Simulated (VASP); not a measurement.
Input of a VASP 6.6.1 run:

INCAR

```
SYSTEM = Ti
PREC = Accurate ; ENCUT = 500
EDIFF = 1E-6 ; ISMEAR = 0
SIGMA = 0.05 ; LREAL = .FALSE.
LASPH = .TRUE. ; NELM = 120
ALGO = Normal ; ISIF = 2
LWAVE = .FALSE. ; LCHARG = .FALSE.
GGA = PE ; NBANDS = 19
GGA_COMPAT = .FALSE.
```

The input KPOINTS:

```
Automatic mesh
0
G
  8 8 4
  0 0 0
```

Contents of POSCAR:

```
Ti
1.0
    2.9413227344      0.0000000000      0.0000000000
   -1.4706613672      2.5472602087      0.0000000000
    0.0000000000      0.0000000000      4.6283452919
Ti
2
Direct
    0.3333333333      0.6666666667      0.7500000000
    0.6666666667      0.3333333333      0.2500000000
```

Potentials or basis: VASP PAW PBE potentials, release 64 (Ti_sv).

Command:

```bash
$ cat potpaw_PBE.64/Ti_sv/POTCAR > POTCAR
$ mpirun -np 1 vasp_std > vasp.out
```

Problem. Estimate the band gap on the k mesh.

Solution. Zero (bands 12 and 13 overlap by 1.00 eV).

Problem. What does it give for the pressure?

Solution. -0.2 GPa.

Stress tensor (GPa, compression positive):
```
-0.17  0.00  0.00
 0.00 -0.17  0.00
 0.00  0.00 -0.28
```
